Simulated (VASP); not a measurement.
# SnO2 (fluorite type) (Fm-3m) in VASP: notebook

SnO2 (fluorite type) is run at these levels: PBE; tasks: single point.

Program: VASP 6.6.1. These are calculated values, not measurements. Logs are shortened: lines on timing, memory, paths and dates and some standing lists are left out, and cuts for length are marked.

### Step 1. The cell of the first run

Symmetry: Fm-3m, No. 225, cubic system. Conventional cell: a = 5.211 Å, b = 5.211 Å, c = 5.211 Å, α = 90.00°, β = 90.00°, γ = 90.00°. Within 3.0 Å of Sn (site symmetry m-3m) lie 8 O at 2.26 Å. O (site symmetry -43m) has 4 Sn at 2.26 Å and 6 O at 2.61 Å within 3.0 Å.

### Step 2. Single point, PBE

File INCAR:

```
SYSTEM = SnO2
PREC = Accurate
ENCUT = 520
EDIFF = 1E-7
ISMEAR = -1
SIGMA = 0.06122561905347299
LREAL = .False.
LASPH = .True.
NELM = 60
ALGO = Normal
ISIF = 2
LWAVE = .False.
LCHARG = .False.
GGA = PE
NBANDS = 20
```

File KPOINTS:

```
Automatic mesh
0
Gamma
  19 19 19
  0 0 0
```

File POSCAR:

```
SnO2
1.0
    0.0000000000      2.6052814978      2.6052814978
    2.6052814978      0.0000000000      2.6052814978
    2.6052814978      2.6052814978      0.0000000000
Sn O
1 2
Direct
    0.0000000000      0.0000000000      0.0000000000
    0.2500000000      0.2500000000      0.2500000000
    0.7500000000      0.7500000000      0.7500000000
```

Potentials or basis: VASP PAW PBE potentials, release 64 (Sn_d, O).

Launch:

```sh
cat potpaw_PBE.64/Sn_d/POTCAR potpaw_PBE.64/O/POTCAR > POTCAR
mpirun -np 1 vasp_std > vasp.out
```

OUTCAR:

```text
SYSTEM = SnO2
   PREC = Accurate
   ENCUT = 520
   EDIFF = 1E-7
   ISMEAR = -1
   LREAL = .False.
   LASPH = .True.
   NELM = 60
   ISIF = 2
   GGA = PE

 ion  position               nearest neighbor table
   1  0.000  0.000  0.000-   3 2.26   3 2.26   3 2.26   2 2.26   3 2.26   2 2.26   2 2.26   2 2.26

   2  0.250  0.250  0.250-   1 2.26   1 2.26   1 2.26   1 2.26
   3  0.750  0.750  0.750-   1 2.26   1 2.26   1 2.26   1 2.26

  LATTYP: Found a face centered cubic cell.
 ALAT       =     5.2105629956

  Lattice vectors:

 A1 = (   0.0000000000,   2.6052814978,   2.6052814978)
 A2 = (   2.6052814978,   0.0000000000,   2.6052814978)
 A3 = (   2.6052814978,   2.6052814978,   0.0000000000)

Analysis of symmetry for initial positions (statically):
=====================================================================
 Subroutine PRICEL returns:
 Original cell was already a primitive cell.

 Routine SETGRP: Setting up the symmetry group for a
 face centered cubic supercell.

 Subroutine GETGRP returns: Found 48 space group operations
 (whereof 48 operations were pure point group operations)
 out of a pool of 48 trial point group operations.

The static configuration has the point symmetry O_h .

Analysis of symmetry for dynamics (positions and initial velocities):
=====================================================================
 Subroutine PRICEL returns:
 Original cell was already a primitive cell.

 Routine SETGRP: Setting up the symmetry group for a
 face centered cubic supercell.

 Subroutine GETGRP returns: Found 48 space group operations
 (whereof 48 operations were pure point group operations)
 out of a pool of 48 trial point group operations.

The dynamic configuration has the point symmetry O_h .

 Subroutine INISYM returns: Found 48 space group operations
 (whereof 48 operations are pure point group operations),
 and found     1 'primitive' translations

----------------------------------------------------------------------------------------

                                     Primitive cell

  volume of cell :      35.3667

  direct lattice vectors                    reciprocal lattice vectors
     0.000000000  2.605281498  2.605281498    -0.191917841  0.191917841  0.191917841
     2.605281498  0.000000000  2.605281498     0.191917841 -0.191917841  0.191917841
[... 83 lines left out ...]
   LSORBIT =      F    spin-orbit coupling
   LASPH  =      T    aspherical Exc in radial PAW
   ENCUT  =  520.0 eV  38.22 Ry    6.18 a.u.   6.85  6.85  6.85*2*pi/ulx,y,z
   NELM   =     60;   NELMIN=  2; NELMDL= -5     # of ELM steps
   EDIFF  = 0.1E-06   stopping-criterion for ELM
   LREAL  =      F    real-space projection
   EDIFFG = 0.1E-05   stopping-criterion for IOM
   NSW    =      0    number of steps for IOM
   IBRION =     -1    ionic relax: 0-MD 1-quasi-New 2-CG
   NFREE  =      0    steps in history (QN), initial steepest desc. (CG)
   ISIF   =      2    stress and relaxation
   ISYM   =      2    0-nonsym 1-usesym 2-fastsym
   POTIM  = 0.5000    time-step for ionic-motion
   TEBEG  =    0.0;   TEEND  =   0.0 temperature during run
   PSTRESS=    0.0 pullay stress
   NELECT =      26.0000    total number of electrons
   NUPDOWN=      -1.0000    fix difference up-down
   EMIN   =  10.00;   EMAX   =-10.00  energy-range for DOS
   EFERMI =   0.00;   METHOD = LEGACY
   ISMEAR =    -1;   SIGMA  =   0.06  broadening in eV -4-tet -1-fermi 0-gaus
   EFERMI_NEDOS =   21; number of points for ismear=-14 and -15
   IALGO  =     38    algorithm
   IMIX   =      4    mixing-type and parameters
     AMIX     =   0.40;   BMIX     =  1.00
     AMIX_MAG =   1.60;   BMIX_MAG =  1.00
  volume/ion in A,a.u.               =      11.79        79.56
  Fermi-wavevector in a.u.,A,eV,Ry     =   1.477524  2.792116 29.702579  2.183078
  Thomas-Fermi vector in A             =   2.591918
   LORBIT       =      0    0 simple, 1 ext, 2 COOP (PROOUT), +10 PAW based schemes
   GGA     = PE    functional components
   LHFCALC =     F    Hartree Fock is set to
   AEXX    =    0.0000 exact exchange contribution
   IVDW    =     0    specifies the selected vdW correction
   LEPSILON=     F    determine dielectric tensor
   LRPA    =     F    only Hartree local field effects (RPA)
 non-spin polarized calculation
  energy-cutoff  :      520.00
  volume of cell :       35.37
 maximum number of plane-waves:       967
   NGX = 13   NGY = 13   NGZ = 13

 number of electron      26.0000010 magnetization

 Free energy of the ion-electron system (eV)
  ---------------------------------------------------
  ext. energy  EPLUGINS =         0.00000000
  ---------------------------------------------------
  free energy    TOTEN  =       -17.89440833 eV

  energy without entropy =      -17.89294691  energy(sigma->0) =      -17.89367762

 E-fermi :   7.0226     XC(G=0): -11.4690

 val. band max:        6.9052804202   @ k =   0.0526   0.0526   0.0000
 cond. band min:       7.2793347475   @ k =  -0.0526   0.0526   0.0000
 fundamental gap:      0.3740543274
 Fermi energy:         7.0226200497

 k-point     1 :       0.0000    0.0000    0.0000
  band No.  band energies     occupation
      1     -13.7211      2.00000
      2     -13.7211      2.00000
      3     -13.7211      2.00000
      4     -13.6193      2.00000
      5     -13.6193      2.00000
      6     -12.1381      2.00000
[... 541 lines left out ...]
     19      21.7198      0.00000
     20      22.9115      0.00000

 [... further k-points ...]

------------------------ aborting loop because EDIFF is reached ----------------------------------------

  FORCE on cell =-STRESS in cart. coord.  units (eV):
  Direction    XX          YY          ZZ          XY          YZ          ZX
  --------------------------------------------------------------------------------------
  -------------------------------------------------------------------------------------
  Total       -1.3480598     -1.3480598     -1.3480598      0.0000000      0.0000000      0.0000000
  in kB      -61.0697007    -61.0697007    -61.0697007      0.0000000      0.0000000      0.0000000
  external PRESSURE =     -61.0697007 kB  Pullay stress =       0.0000000 kB

 VOLUME and BASIS-vectors are now :
 -----------------------------------------------------------------------------
  energy-cutoff  :      520.00
  volume of cell :       35.37
      direct lattice vectors                 reciprocal lattice vectors
     0.000000000  2.605281498  2.605281498    -0.191917841  0.191917841  0.191917841
     2.605281498  0.000000000  2.605281498     0.191917841 -0.191917841  0.191917841
     2.605281498  2.605281498  0.000000000     0.191917841  0.191917841 -0.191917841

 POSITION                                       TOTAL-FORCE (eV/Angst)
 -----------------------------------------------------------------------------------
      0.00000      0.00000      0.00000         0.000000      0.000000      0.000000
      1.30264      1.30264      1.30264         0.000000      0.000000      0.000000
      3.90792      3.90792      3.90792        -0.000000     -0.000000     -0.000000
 -----------------------------------------------------------------------------------
    total drift:                                0.000000     -0.000000      0.000000

  FREE ENERGIE OF THE ION-ELECTRON SYSTEM (eV)
  ---------------------------------------------------
  free  energy   TOTEN  =       -17.8944083284 eV

  energy  without entropy=      -17.8929469112  energy(sigma->0) =      -17.89367762
```

OSZICAR:

```text
N       E                     dE             d eps       ncg     rms          rms(c)
DAV:   1     0.241248176040E+03    0.24125E+03   -0.13520E+04  9552   0.199E+03
DAV:   2     0.553228882124E+01   -0.23572E+03   -0.22339E+03  9376   0.496E+02
DAV:   3    -0.202444025214E+02   -0.25777E+02   -0.25434E+02 10116   0.136E+02
DAV:   4    -0.209546749405E+02   -0.71027E+00   -0.70970E+00  9784   0.236E+01
DAV:   5    -0.209705768021E+02   -0.15902E-01   -0.15901E-01 11228   0.368E+00    0.105E+01
DAV:   6    -0.178968732648E+02    0.30737E+01   -0.11594E+01 13548   0.577E+01    0.378E+00
DAV:   7    -0.179090588159E+02   -0.12186E-01   -0.68376E-01  9360   0.611E+00    0.191E+00
DAV:   8    -0.178965815205E+02    0.12477E-01   -0.90728E-02  9924   0.267E+00    0.399E-01
DAV:   9    -0.178937730307E+02    0.28085E-02   -0.14241E-02 13728   0.142E+00    0.867E-02
DAV:  10    -0.178943896625E+02   -0.61663E-03   -0.16308E-03  9596   0.474E-01    0.266E-02
DAV:  11    -0.178944074117E+02   -0.17749E-04   -0.86697E-05 10988   0.150E-01    0.189E-02
DAV:  12    -0.178944084882E+02   -0.10765E-05   -0.16758E-05 11260   0.362E-02    0.722E-03
DAV:  13    -0.178944083013E+02    0.18691E-06   -0.25245E-06  9876   0.108E-02    0.204E-03
DAV:  14    -0.178944083284E+02   -0.27160E-07   -0.76554E-08  8372   0.290E-03
   1 F= -.17894408E+02 E0= -.17893678E+02  d E =-.146142E-02
```

stdout:

```text
POSCAR found type information on POSCAR SnO
 POSCAR found :  2 types and       3 ions
 scaLAPACK will be used
 LDA part: xc-table for (Slater+PW92), standard interpolation
 POSCAR, INCAR and KPOINTS ok, starting setup
 FFT: planning ... GRIDC
 FFT: planning ... GRID_SOFT
 FFT: planning ... GRID
 WAVECAR not read
 entering main loop
```

It took 60 s on 1 thread of Intel Xeon 6975P-C (Granite Rapids), shared host; peak memory 0.26 GiB.

What came out:

```yaml
Free_energy: -17.8944 eV
Pressure: -6.1 GPa
Band_gap_on_the_k_mesh: zero (bands 13 and 14 overlap by 0.49 eV)
```

Caveat: the cell stands under tension; semilocal functionals underestimate gaps, so a narrow gap can read as zero; spin-orbit coupling is left out, which moves the levels of the heavy elements.

### Step 3. Single point, PBE

File INCAR:

```
  ALGO = Normal
  EDIFF = 1E-7
  ENCUT = 520
  GGA = PE
  ISIF = 2
  ISMEAR = -1
  LASPH = True
  LCHARG = False
  LREAL = False
  LWAVE = False
  NBANDS = 20
  NELM = 100
  PREC = Accurate
  SIGMA = 0.06122561905347299
```

File KPOINTS:

```
k-points
0
Gamma
  19 19 19
```

POSCAR is that of step 2.

Potentials or basis: VASP PAW PBE potentials, release 64 (Sn_d, O).

Launch:

```sh
cat potpaw_PBE.64/Sn_d/POTCAR potpaw_PBE.64/O/POTCAR > POTCAR
mpirun -np 1 vasp_std > vasp.out
```

OUTCAR:

```text
EDIFF = 1E-7
   ENCUT = 520
   GGA = PE
   ISIF = 2
   ISMEAR = -1
   LASPH = True
   LREAL = False
   NELM = 100
   PREC = Accurate

 ion  position               nearest neighbor table
   1  0.000  0.000  0.000-   3 2.26   3 2.26   3 2.26   2 2.26   3 2.26   2 2.26   2 2.26   2 2.26

   2  0.250  0.250  0.250-   1 2.26   1 2.26   1 2.26   1 2.26
   3  0.750  0.750  0.750-   1 2.26   1 2.26   1 2.26   1 2.26

  LATTYP: Found a face centered cubic cell.
 ALAT       =     5.2105629956
[... 744 lines left out ...]

  FORCE on cell =-STRESS in cart. coord.  units (eV):
  Direction    XX          YY          ZZ          XY          YZ          ZX
  --------------------------------------------------------------------------------------
  -------------------------------------------------------------------------------------
  Total       -1.3480598     -1.3480598     -1.3480598      0.0000000      0.0000000      0.0000000
  in kB      -61.0697007    -61.0697007    -61.0697007      0.0000000      0.0000000      0.0000000
  external PRESSURE =     -61.0697007 kB  Pullay stress =       0.0000000 kB

 VOLUME and BASIS-vectors are now :
 -----------------------------------------------------------------------------
  energy-cutoff  :      520.00
  volume of cell :       35.37
      direct lattice vectors                 reciprocal lattice vectors
     0.000000000  2.605281498  2.605281498    -0.191917841  0.191917841  0.191917841
     2.605281498  0.000000000  2.605281498     0.191917841 -0.191917841  0.191917841
     2.605281498  2.605281498  0.000000000     0.191917841  0.191917841 -0.191917841

 POSITION                                       TOTAL-FORCE (eV/Angst)
 -----------------------------------------------------------------------------------
      0.00000      0.00000      0.00000         0.000000      0.000000      0.000000
      1.30264      1.30264      1.30264         0.000000      0.000000      0.000000
      3.90792      3.90792      3.90792        -0.000000     -0.000000     -0.000000
 -----------------------------------------------------------------------------------
    total drift:                                0.000000     -0.000000      0.000000

  FREE ENERGIE OF THE ION-ELECTRON SYSTEM (eV)
  ---------------------------------------------------
  free  energy   TOTEN  =       -17.8944083284 eV

  energy  without entropy=      -17.8929469112  energy(sigma->0) =      -17.89367762
```

stdout:

```text
POSCAR found type information on POSCAR SnO
 POSCAR found :  2 types and       3 ions
 scaLAPACK will be used
 LDA part: xc-table for (Slater+PW92), standard interpolation
 POSCAR, INCAR and KPOINTS ok, starting setup
 FFT: planning ... GRIDC
 FFT: planning ... GRID_SOFT
 FFT: planning ... GRID
 WAVECAR not read
 entering main loop
```

Run time: 60 s. Hardware: 1 thread of Intel Xeon 6975P-C (Granite Rapids), shared host; peak memory 0.26 GiB.

Results:

* Free energy: -17.8944 eV
* Pressure: -6.1 GPa
* Band gap on the k mesh: zero (bands 13 and 14 overlap by 0.49 eV)

Levels at points of the mesh, in eV from the Fermi level:
| k point | band 9 | band 10 | band 11 | band 12 | band 13 | band 14 | band 15 | band 16 | band 17 | band 18 |
| --- | --- | --- | --- | --- | --- | --- | --- | --- | --- | --- |
| (0.00, 0.00, 0.00) | -2.85 | -2.85 | -1.41 | -1.41 | -1.41 | -0.69 | 6.68 | 6.68 | 6.68 | 12.81 |

Caveat: the cell stands under tension; semilocal functionals underestimate gaps, so a narrow gap can read as zero; spin-orbit coupling is left out, which moves the levels of the heavy elements.

### Step 4. Single point, PBE

This run uses another cell than the first one, of 12.02 Å³/atom.

File INCAR:

```
SYSTEM = SnO2
PREC = Accurate
ENCUT = 520
EDIFF = 1E-7
ISMEAR = -1
SIGMA = 0.06122561905347299
LREAL = .False.
LASPH = .True.
NELM = 100
ALGO = Normal
ISIF = 2
LWAVE = .False.
LCHARG = .False.
GGA = PE
NBANDS = 20
```

File KPOINTS:

```
Automatic mesh
0
Gamma
  19 19 19
  0 0 0
```

File POSCAR:

```
SnO2
1.0
    0.0000000000      2.6218760949      2.6218760949
    2.6218760949      0.0000000000      2.6218760949
    2.6218760949      2.6218760949      0.0000000000
Sn O
1 2
Direct
    0.0000000000      0.0000000000      0.0000000000
    0.2500000000      0.2500000000      0.2500000000
    0.7500000000      0.7500000000      0.7500000000
```

Launch:

```sh
cat potpaw_PBE.64/Sn_d/POTCAR potpaw_PBE.64/O/POTCAR > POTCAR
mpirun -np 1 vasp_std > vasp.out
```

Run time: 64 s. Hardware: 1 thread of Intel Xeon 6975P-C (Granite Rapids), shared host; peak memory 0.26 GiB.

It converged, with:

| Item | Value |
| --- | --- |
| Free energy | -17.8633 eV |
| Pressure | -8.9 GPa |
| Band gap on the k mesh | zero (bands 13 and 14 overlap by 0.66 eV) |

Levels at points of the mesh, in eV from the Fermi level:
```csv
k point,band 10,band 11,band 12,band 13,band 14,band 15,band 16,band 17
"(0.00, 0.00, 0.00)",-2.79,-1.38,-1.38,-1.38,-0.86,6.62,6.62,6.62
```

Caveat: the cell stands under tension; semilocal functionals underestimate gaps, so a narrow gap can read as zero; spin-orbit coupling is left out, which moves the levels of the heavy elements.
